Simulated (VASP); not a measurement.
CuO, 2 atoms in the cell. The typed cell holds 2 atoms: a = 2.973 Å, b = 2.973 Å, c = 2.973 Å, α = 60.00°, β = 60.00°, γ = 60.00°. 

```yaml
Program: VASP 6.6.1
Task: single point
Functional: RPBE
Potentials_or_basis: VASP PAW PBE potentials, release 64 (Cu_sv_GW, O)
Cutoff: 820 eV
k_mesh: 11 × 11 × 11
Occupations: fermi-dirac, width 0.05 eV
Spin: no spin polarisation
Dipole_correction: no
Further_INCAR_settings: ALGO = Normal; EDIFF = 1e-06; NBANDS = 20
```

Potentials or basis: VASP PAW PBE potentials, release 64 (Cu_sv_GW, O).

Run with:

```console
$ cat potpaw_PBE.64/Cu_sv_GW/POTCAR potpaw_PBE.64/O/POTCAR > POTCAR
$ mpirun -np 1 vasp_std > vasp.out
```

Hardware: 1 thread of Intel(R) Xeon(R) Platinum 8375C CPU @ 2.90GHz (Ice Lake) (shared host).

Problem. How long does it take, and how much memory?

Solution. Run time: 8.4 min on 1 thread of Intel(R) Xeon(R) Platinum 8375C CPU @ 2.90GHz (Ice Lake) (shared host), peak memory 0.64 GiB. Counts: scf iterations 14, k points 666.
